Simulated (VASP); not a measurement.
Input of a VASP 6.6.1 run:

Contents of INCAR:

```
  ALGO = Normal
  EDIFF = 1E-6
  ENCUT = 520
  GGA = PE
  ISIF = 2
  ISMEAR = -1
  LASPH = True
  LCHARG = False
  LREAL = False
  LWAVE = False
  NBANDS = 26
  NELM = 100
  PREC = Accurate
  SIGMA = 0.02
```

The input KPOINTS:

```
k-points
0
Gamma
  8 8 6
```

File POSCAR:

```
Ga2PN
1.0
    3.3881983535      0.0000000000      0.0000000000
    0.0000000000      3.3881983535      0.0000000000
    0.0000000000      0.0000000000      4.7912877494
N Ga P
1 2 1
Direct
    0.0000000000      0.0000000000      0.0000000000
    0.0000000000      0.0000000000      0.5000000000
    0.5000000000      0.5000000000      0.0000000000
    0.5000000000      0.5000000000      0.5000000000
```

Potentials or basis: VASP PAW PBE potentials, release 64 (N, Ga_d, P).

Command:

```console
$ cat potpaw_PBE.64/N/POTCAR potpaw_PBE.64/Ga_d/POTCAR potpaw_PBE.64/P/POTCAR > POTCAR
$ mpirun -np 1 vasp_std > vasp.out
```

Question: Estimate the pressure.

Answer: 0.1 GPa.

Question: Predict the band gap on the k mesh.

Answer: Zero (bands 18 and 19 overlap by 2.81 eV).
